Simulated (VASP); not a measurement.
Input of a VASP 6.6.1 run:

File INCAR:

```
SYSTEM = Al2O3
ALGO = Normal
EDIFF = 1E-6
ENCUT = 520
GGA = CA
ISIF = 2
ISMEAR = 0
LASPH = .TRUE.
LCHARG = .FALSE.
LREAL = .FALSE.
LWAVE = .FALSE.
NBANDS = 20
NELM = 100
PREC = Accurate
SIGMA = 0.05
```

KPOINTS

```
k-points
0
G
  12 12 4
  0 0 0
```

The input POSCAR:

```
Al2O3
1.0
    2.9708546968      0.0000000000      0.0000000000
   -1.4854273484      2.5728356383      0.0000000000
    0.0000000000      0.0000000000      9.6168570938
Al O
2 3
Direct
    0.0000000000      0.0000000000      0.1499923300
    0.0000000000      0.0000000000      0.8500076700
    0.3333333333      0.6666666667      0.2223169200
    0.6666666667      0.3333333333      0.0000000000
    0.3333333333      0.6666666667      0.7776830800
```

Potentials or basis: VASP PAW LDA potentials, release 64 (Al, O).

Launch:

```bash
$ cat potpaw_LDA.64/Al/POTCAR potpaw_LDA.64/O/POTCAR > POTCAR
$ mpirun -np 1 vasp_std > vasp.out
```

Question: What does it give for the largest force?

Answer: 1.362 eV/Å.

Question: What does it give for the band gap on the k mesh?

Answer: 4.00 eV, indirect (least direct gap 4.20 eV).

Forces in eV/Å, atoms in the order of the input:
```
Al   0.000  0.000  0.254
Al   0.000  0.000 -0.254
O    0.000  0.000 -1.362
O    0.000  0.000  0.000
O    0.000  0.000  1.362
```

Caveat: the cell differs from its parent crystal (strain +0.030 along x and y, +0.030 along z); forces of over 1 eV/Å act on the atoms, so gaps and moduli don't describe the material at rest. A k mesh can miss the band edges.
